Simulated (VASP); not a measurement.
A run of VASP 6.6.1 is set up as follows.

Contents of INCAR:

```
SYSTEM = Ta16S
ALGO = Normal
DIPOL = 0.5 0.5 0.329
EDIFF = 1E-7
ENCUT = 520
GGA = PE
IDIPOL = 3
ISIF = 2
ISMEAR = 0
LASPH = .True.
LCHARG = .True.
LDIPOL = .True.
LELF = .True.
LREAL = Auto
LVACPOTAV = .True.
LVHAR = .True.
LWAVE = .False.
NBANDS = 105
NELM = 60
PREC = Accurate
SIGMA = 0.1
```

KPOINTS

```
k-points
0
Gamma
  4 4 1
  0 0 0
```

POSCAR

```
Ta16S
1.0
    6.6379342675      0.0000000000      0.0000000000
    0.0000000000      6.6379342675      0.0000000000
    0.0000000000      0.0000000000     20.2996557315
Ta S
16 1
Direct
    0.2500000000      0.2500000000      0.1970476767
    0.2500000000      0.7500000000      0.1970476767
    0.7500000000      0.2500000000      0.1970476767
    0.7500000000      0.7500000000      0.1970476767
    0.0000000000      0.0000000000      0.2787970221
    0.0000000000      0.5000000000      0.2787970221
    0.5000000000      0.0000000000      0.2787970221
    0.5000000000      0.5000000000      0.2787970221
    0.2500000000      0.2500000000      0.3599139031
    0.2500000000      0.7500000000      0.3599139031
    0.7500000000      0.2500000000      0.3599139031
    0.7500000000      0.7500000000      0.3599139031
    0.0000000000      0.0000000000      0.4334879294
    0.0000000000      0.5000000000      0.4334879294
    0.5000000000      0.0000000000      0.4334879294
    0.5000000000      0.5000000000      0.4334879294
    0.1250000000      0.2500000000      0.5084985520
```

Potentials or basis: VASP PAW PBE potentials, release 64 (Ta_pv, S).

Launch:

```console
$ cat potpaw_PBE.64/Ta_pv/POTCAR potpaw_PBE.64/S/POTCAR > POTCAR
$ mpirun -np 1 vasp_std > vasp.out
```

(1) Estimate the band gap on the k mesh.

(2) Estimate the largest force.

Results:

(1) zero (bands 91 and 92 overlap by 0.34 eV).

(2) 1.508 eV/Å.

Caveat: spin-orbit coupling is left out, which moves the levels of the heavy elements.
